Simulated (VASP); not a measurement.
# Si (P1) in VASP: single point with PBE

Aim: the single point of Si with PBE.

All numbers are computed with VASP 6.6.1; they aren't measurements. Logs are shortened: lines on timing, memory, paths and dates and some standing lists are left out, and cuts for length are marked.

### Step 1. The cell of the first run

The typed cell holds 8 atoms: a = 5.431 Å, b = 5.431 Å, c = 5.431 Å, α = 90.00°, β = 90.00°, γ = 90.00°.

### Step 2. Single point, PBE

The input, INCAR:

```
  ALGO = Normal
  EDIFF = 1E-6
  ENCUT = 500
  GGA = PE
  GGA_COMPAT = False
  ISIF = 2
  ISMEAR = 0
  LASPH = True
  LCHARG = False
  LREAL = False
  LWAVE = False
  NBANDS = 26
  NELM = 120
  PREC = Accurate
  SIGMA = 0.01
```

The input, KPOINTS:

```
k-points
0
Gamma
  1 1 1
```

The input, POSCAR:

```
Si
1.0
    5.4310000000      0.0000000000      0.0000000000
    0.0000000000      5.4310000000      0.0000000000
    0.0000000000      0.0000000000      5.4310000000
Si
8
Direct
    0.0101840000      0.0001490000      0.0000930000
   -0.0001090000      0.4899320000      0.5000860000
    0.5001230000     -0.0001930000      0.5148670000
    0.5001580000      0.4998470000      0.0000620000
    0.2499320000      0.2600580000      0.2501450000
    0.2500330000      0.7499560000      0.7399290000
    0.7600490000      0.2500510000      0.7499640000
    0.7499870000      0.7500150000      0.2499030000
```

Potentials or basis: VASP PAW PBE potentials, release 64 (Si).

The run is started by

```console
> cat potpaw_PBE.64/Si/POTCAR > POTCAR
> mpirun -np 1 vasp_gam > vasp.out
```

OUTCAR:

```text
EDIFF = 1E-6
   ENCUT = 500
   GGA = PE
   ISIF = 2
   ISMEAR = 0
   LASPH = True
   LREAL = False
   NELM = 120
   PREC = Accurate

 ion  position               nearest neighbor table
   1  0.010  0.000  0.000-   5 2.35   7 2.35   6 2.35   8 2.38
   2  1.000  0.490  0.500-   7 2.29   5 2.29   6 2.35   8 2.38
   3  0.500  1.000  0.515-   6 2.28   7 2.34   8 2.40   5 2.43
   4  0.500  0.500  0.000-   5 2.32   8 2.35   7 2.38   6 2.38
   5  0.250  0.260  0.250-   2 2.29   4 2.32   1 2.35   3 2.43
   6  0.250  0.750  0.740-   3 2.28   2 2.35   1 2.35   4 2.38
   7  0.760  0.250  0.750-   2 2.29   3 2.34   1 2.35   4 2.38
   8  0.750  0.750  0.250-   4 2.35   1 2.38   2 2.38   3 2.40

  LATTYP: Found a simple cubic cell.
 ALAT       =     5.4310000000

  Lattice vectors:

 A1 = (   5.4310000000,   0.0000000000,   0.0000000000)
 A2 = (   0.0000000000,   5.4310000000,   0.0000000000)
 A3 = (   0.0000000000,   0.0000000000,   5.4310000000)

Analysis of symmetry for initial positions (statically):
=====================================================================
 Subroutine PRICEL returns:
 Original cell was already a primitive cell.

 Routine SETGRP: Setting up the symmetry group for a
 simple cubic supercell.

 Subroutine GETGRP returns: Found  1 space group operations
 (whereof  1 operations were pure point group operations)
 out of a pool of 48 trial point group operations.

The static configuration has the point symmetry C_1 .

Analysis of symmetry for dynamics (positions and initial velocities):
=====================================================================
 Subroutine PRICEL returns:
 Original cell was already a primitive cell.

 Routine SETGRP: Setting up the symmetry group for a
 simple cubic supercell.

 Subroutine GETGRP returns: Found  1 space group operations
 (whereof  1 operations were pure point group operations)
 out of a pool of 48 trial point group operations.

The dynamic configuration has the point symmetry C_1 .

 Subroutine INISYM returns: Found  1 space group operations
 (whereof  1 operations are pure point group operations),
 and found     1 'primitive' translations

----------------------------------------------------------------------------------------

[... 75 lines left out ...]
   LNONCOLLINEAR =      F non collinear calculations
   LSORBIT =      F    spin-orbit coupling
   LASPH  =      T    aspherical Exc in radial PAW
   ENCUT  =  500.0 eV  36.75 Ry    6.06 a.u.   9.90  9.90  9.90*2*pi/ulx,y,z
   NELM   =    120;   NELMIN=  2; NELMDL= -5     # of ELM steps
   EDIFF  = 0.1E-05   stopping-criterion for ELM
   LREAL  =      F    real-space projection
[... 7 lines left out ...]
   TEBEG  =    0.0;   TEEND  =   0.0 temperature during run
   PSTRESS=    0.0 pullay stress
   NELECT =      32.0000    total number of electrons
   NUPDOWN=      -1.0000    fix difference up-down
   EMIN   =  10.00;   EMAX   =-10.00  energy-range for DOS
   EFERMI =   0.00;   METHOD = LEGACY
   ISMEAR =     0;   SIGMA  =   0.01  broadening in eV -4-tet -1-fermi 0-gaus
   EFERMI_NEDOS =   21; number of points for ismear=-14 and -15
   IALGO  =     38    algorithm
   IMIX   =      4    mixing-type and parameters
     AMIX     =   0.40;   BMIX     =  1.00
     AMIX_MAG =   1.60;   BMIX_MAG =  1.00
  volume/ion in A,a.u.               =      20.02       135.13
  Fermi-wavevector in a.u.,A,eV,Ry     =   0.956999  1.808467 12.460868  0.915848
  Thomas-Fermi vector in A             =   2.085978
   LORBIT       =      0    0 simple, 1 ext, 2 COOP (PROOUT), +10 PAW based schemes
   GGA     = PE    functional components
   LHFCALC =     F    Hartree Fock is set to
   AEXX    =    0.0000 exact exchange contribution
   IVDW    =     0    specifies the selected vdW correction
   LEPSILON=     F    determine dielectric tensor
   LRPA    =     F    only Hartree local field effects (RPA)
 non-spin polarized calculation
 Gauss-broadening in eV      SIGMA  =   0.01
  energy-cutoff  :      500.00
  volume of cell :      160.19
 maximum number of plane-waves:      2034
 NGX is ok and might be reduce to    40
   NGX = 19   NGY = 19   NGZ = 19

 number of electron      32.0000003 magnetization

 Free energy of the ion-electron system (eV)
  ---------------------------------------------------
  ext. energy  EPLUGINS =         0.00000000
  ---------------------------------------------------
  free energy    TOTEN  =       -33.06476947 eV

  energy without entropy =      -33.06476947  energy(sigma->0) =      -33.06476947

 E-fermi :   6.4083     XC(G=0):  -9.1988

 val. band max:        6.3242447247   @ k =   0.0000   0.0000   0.0000
 cond. band min:       6.5868125477   @ k =   0.0000   0.0000   0.0000
 fundamental gap:      0.2625678230
 Fermi energy:         6.4082769917

 k-point     1 :       0.0000    0.0000    0.0000
  band No.  band energies     occupation
      1      -5.8862      2.00000
      2      -1.9270      2.00000
      3      -1.8393      2.00000
      4      -1.7396      2.00000
      5      -1.6776      2.00000
      6      -1.5913      2.00000
[... 18 lines left out ...]
     25       8.7068      0.00000
     26       9.5220      0.00000

------------------------ aborting loop because EDIFF is reached ----------------------------------------

  FORCE on cell =-STRESS in cart. coord.  units (eV):
  Direction    XX          YY          ZZ          XY          YZ          ZX
  --------------------------------------------------------------------------------------
  -------------------------------------------------------------------------------------
  Total       10.9318763     10.5994536     10.8021072      1.4846027     -0.0411487     -1.0765091
  in kB      109.3366799    106.0119081    108.0387768     14.8484600     -0.4115548    -10.7668554
  external PRESSURE =     107.7957883 kB  Pullay stress =       0.0000000 kB

 VOLUME and BASIS-vectors are now :
 -----------------------------------------------------------------------------
  energy-cutoff  :      500.00
  volume of cell :      160.19
      direct lattice vectors                 reciprocal lattice vectors
     5.431000000  0.000000000  0.000000000     0.184128153  0.000000000  0.000000000
     0.000000000  5.431000000  0.000000000     0.000000000  0.184128153  0.000000000
     0.000000000  0.000000000  5.431000000     0.000000000  0.000000000  0.184128153

 POSITION                                       TOTAL-FORCE (eV/Angst)
 -----------------------------------------------------------------------------------
      0.05531      0.00081      0.00051         0.168270     -0.082057      0.002855
      5.43041      2.66082      2.71597        -0.330915      0.875122     -0.591880
      2.71617      5.42995      2.79624         0.315876      0.747826     -0.874186
      2.71636      2.71467      0.00034         0.192180      0.355311     -0.745134
      1.35738      1.41237      1.35854         0.510605     -0.773762      0.390769
      1.35793      4.07301      4.01855        -0.433490     -0.934581      0.550612
      4.12783      1.35803      4.07305        -0.231024     -0.335737      0.948370
      4.07318      4.07333      1.35722        -0.191502      0.147878      0.318594
 -----------------------------------------------------------------------------------
    total drift:                                0.000039      0.000005     -0.000023

  FREE ENERGIE OF THE ION-ELECTRON SYSTEM (eV)
  ---------------------------------------------------
  free  energy   TOTEN  =       -33.0647694659 eV

  energy  without entropy=      -33.0647694659  energy(sigma->0) =      -33.06476947
```

OSZICAR:

```text
N       E                     dE             d eps       ncg     rms          rms(c)
DAV:   1     0.142055322590E+03    0.14206E+03   -0.13140E+04    52   0.997E+02
DAV:   2    -0.218129817454E+02   -0.16387E+03   -0.12910E+03    70   0.175E+02
DAV:   3    -0.340448964682E+02   -0.12232E+02   -0.11044E+02    56   0.422E+01
DAV:   4    -0.345447931261E+02   -0.49990E+00   -0.49030E+00    52   0.939E+00
DAV:   5    -0.345521324906E+02   -0.73394E-02   -0.73299E-02    62   0.137E+00    0.112E+01
DAV:   6    -0.334582178470E+02    0.10939E+01   -0.56028E-01    52   0.280E+00    0.698E+00
DAV:   7    -0.330367978929E+02    0.42142E+00   -0.12347E+00    52   0.436E+00    0.731E-01
DAV:   8    -0.330610113899E+02   -0.24213E-01   -0.69274E-02    52   0.116E+00    0.240E-01
DAV:   9    -0.330627140266E+02   -0.17026E-02   -0.31108E-03    52   0.277E-01    0.161E-01
DAV:  10    -0.330641582135E+02   -0.14442E-02   -0.75444E-04    52   0.136E-01    0.715E-02
DAV:  11    -0.330647559345E+02   -0.59772E-03   -0.48024E-04    52   0.115E-01    0.158E-02
DAV:  12    -0.330647671783E+02   -0.11244E-04   -0.20528E-05    54   0.222E-02    0.677E-03
DAV:  13    -0.330647690786E+02   -0.19003E-05   -0.22070E-06    44   0.807E-03    0.320E-03
DAV:  14    -0.330647694659E+02   -0.38723E-06   -0.30719E-07    26   0.278E-03
   1 F= -.33064769E+02 E0= -.33064769E+02  d E =-.121355E-32
```

Wall time 12 s (1 thread of Intel Xeon Platinum 8488C (Sapphire Rapids), shared host); peak memory 0.21 GiB.

What came out:

| Property | Result |
| --- | --- |
| Free energy | -33.0648 eV |
| Pressure | 10.8 GPa |
| Largest force | 1.193 eV/Å |
| Band gap on the k mesh | 0.26 eV |

Forces in eV/Å, atoms in the order of the input:
```
Si   0.168 -0.082  0.003
Si  -0.331  0.875 -0.592
Si   0.316  0.748 -0.874
Si   0.192  0.355 -0.745
Si   0.511 -0.774  0.391
Si  -0.433 -0.935  0.551
Si  -0.231 -0.336  0.948
Si  -0.192  0.148  0.319
```

Caveat: the k points lie up to 1.16 Å⁻¹ apart; forces of over 1 eV/Å act on the atoms, so gaps and moduli don't describe the material at rest.
